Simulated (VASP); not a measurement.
Set up this calculation in VASP 6.6.1, as the native input.

```
Task                    : density of states
Functional              : PBE
Potentials or basis     : VASP PAW PBE potentials, release 64 (Ru_pv)
Cutoff                  : 520 eV
k mesh                  : 15 × 15 × 8
Occupations             : gaussian, width 0.05 eV
Spin                    : no spin polarisation
Dipole correction       : no
k mesh for the DOS      : 23 × 23 × 12
Occupations for the DOS : tetrahedron
Further INCAR settings  : ALGO = Fast; EDIFF = 1e-07
```

Crystal: Ru.

```xyz
2
Lattice="2.7058 0.0000 0.0000 -1.3529 2.3433 0.0000 0.0000 0.0000 4.2819" Properties=species:S:1:pos:R:3 pbc="T T T"
Ru    0.0000    1.5622    1.0705
Ru    1.3529    0.7811    3.2114
```

The input as run:

POSCAR

```
Ru
1.0
    2.7058000000      0.0000000000      0.0000000000
   -1.3529000000      2.3432915376      0.0000000000
    0.0000000000      0.0000000000      4.2819000000
Ru
2
Direct
    0.3333333333      0.6666666667      0.2500000000
    0.6666666667      0.3333333333      0.7500000000
```

INCAR.step1

```
PREC = Accurate ; ENCUT = 520
EDIFF = 1E-7 ; ISMEAR = 0
SIGMA = 0.05 ; LREAL = F
LASPH = T ; NELM = 80
ALGO = Fast ; ISIF = 2
LWAVE = F ; LCHARG = T
LMAXMIX = 4 ; GGA = PE
NBANDS = 21
```

KPOINTS.step1

```
regular mesh
0
Gamma
  15 15 8
```

INCAR.step2

```
PREC = Accurate ; ENCUT = 520
EDIFF = 1E-7 ; ISMEAR = -5
SIGMA = 0.05 ; LREAL = F
LASPH = T ; NELM = 80
ALGO = Fast ; ISIF = 2
LWAVE = F ; LCHARG = F
LMAXMIX = 4 ; GGA = PE
LORBIT = 11 ; NEDOS = 2001
ICHARG = 11
```

KPOINTS.step2

```
regular mesh
0
Gamma
  23 23 12
```

Potentials or basis: VASP PAW PBE potentials, release 64 (Ru_pv).

Run with:

```bash
$ cat potpaw_PBE.64/Ru_pv/POTCAR > POTCAR
$ cp INCAR.step1 INCAR
$ cp KPOINTS.step1 KPOINTS
$ mpirun -np 1 vasp_std > vasp.out
$ cp INCAR.step2 INCAR
$ cp KPOINTS.step2 KPOINTS
$ mpirun -np 1 vasp_std > vasp.out
```

It gave:

```yaml
Valence_electrons_inside_the_program's_atomic_spheres: Ru 12.67
```

Wall time 2.4 min on 1 thread of Intel(R) Xeon(R) Platinum 8259CL CPU @ 2.50GHz (Skylake/Cascade Lake), with other jobs on the host, peak memory 0.27 GiB.
